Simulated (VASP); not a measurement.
Input of a VASP 6.6.1 run:

The input INCAR:

```
PREC = Accurate
ENCUT = 520
EDIFF = 1E-6
ISMEAR = 0
SIGMA = 0.05
LREAL = F
LASPH = T
NELM = 100
ALGO = Normal
ISIF = 2
LWAVE = F
LCHARG = F
NBANDS = 28
```

KPOINTS

```
regular mesh
0
Gamma
  4 4 4
```

Contents of POSCAR:

```
RbSrCl3
1.0
    5.6963040000      0.0000000000      0.0000000000
    0.0000000000      5.6963040000      0.0000000000
    0.0000000000      0.0000000000      5.6963040000
Rb Sr Cl
1 1 3
Direct
    0.5000000000      0.5000000000      0.5000000000
    0.0000000000      0.0000000000      0.0000000000
    0.5000000000      0.0000000000      0.0000000000
    0.0000000000      0.5000000000      0.0000000000
    0.0000000000      0.0000000000      0.5000000000
```

Potentials or basis: VASP PAW LDA potentials, release 64 (Rb_sv, Sr_sv, Cl).

Run with:

```console
$ cat potpaw_LDA.64/Rb_sv/POTCAR potpaw_LDA.64/Sr_sv/POTCAR potpaw_LDA.64/Cl/POTCAR > POTCAR
$ mpirun -np 1 vasp_std > vasp.out
```

Q: Predict the band gap on the k mesh.

A: 4.22 eV (least direct gap 4.44 eV).

Q: Estimate the pressure.

A: -2.2 GPa.

A k mesh can miss the band edges.
